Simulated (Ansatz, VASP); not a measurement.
One calculation of BN, two programs

Contents of INCAR:

```
SYSTEM = BN
PREC = Accurate
ENCUT = 520
EDIFF = 1E-7
ISMEAR = 0
SIGMA = 0.05
LREAL = .FALSE.
LASPH = .TRUE.
NELM = 60
ALGO = Normal
ISIF = 2
LWAVE = .FALSE.
LCHARG = .FALSE.
GGA = CA
NBANDS = 16
```

File KPOINTS:

```
regular mesh
0
G
  12 12 4
  0 0 0
```

POSCAR

```
BN
1.0
    2.6259864093      0.0000000000      0.0000000000
   -1.3129932046      2.2741709404      0.0000000000
    0.0000000000      0.0000000000      6.5318785945
B N
2 2
Direct
    0.3333333333      0.6666666667      0.2500000000
    0.6666666667      0.3333333333      0.7500000000
    0.3333333333      0.6666666667      0.7500000000
    0.6666666667      0.3333333333      0.2500000000
```

Input for Ansatz:

```yaml
crystal:
  lattice:
    - [2.6259864093, 0.0, 0.0]
    - [-1.3129932046, 2.2741709404, 0.0]
    - [0.0, 0.0, 6.5318785945]
  atoms:
    - { symbol: B, position: [0.3333333333, 0.6666666667, 0.25] }
    - { symbol: B, position: [0.6666666667, 0.3333333333, 0.75] }
    - { symbol: "N", position: [0.3333333333, 0.6666666667, 0.75] }
    - { symbol: "N", position: [0.6666666667, 0.3333333333, 0.25] }
basis:
  ecutwfc: 520.0
kpoints:
  mp_grid: { grid: [12, 12, 4] }
hamiltonian:
  xc: lda
  pseudopotentials: { kind: paw, azcp: { folder: soft_1 } }
scf:
  occupations: { method: gaussian, width: 0.05 }
output:
  forces: true
  stress: true
  eigenvalues: true
```

Alike in both runs: task single point; functional LDA; k mesh 12 × 12 × 4; occupations gaussian, width 0.05 eV; no spin polarisation.

```csv
,VASP,Ansatz
version,VASP 6.6.1,Ansatz 0.2.0
potentials or method,"VASP PAW LDA potentials, release 64 (B, N), cutoff 520 eV","scalar-relativistic, plane waves, PAW"
valence electrons in the cell,16,16
```

Ansatz gave:

```
gap on the k mesh at the Fermi level (eV) : 3.79
least direct gap on the mesh (eV)         : 4.09
```

Problem. What did VASP give for the same quantities?

Solution. gap on the k mesh at the Fermi level (eV): 3.78; least direct gap on the mesh (eV): 4.08.

Ansatz warns that its potentials were made for another functional, while VASP's fit it. LDA's correlation is that of Perdew and Zunger in VASP and of Perdew and Wang (1992) in Ansatz.
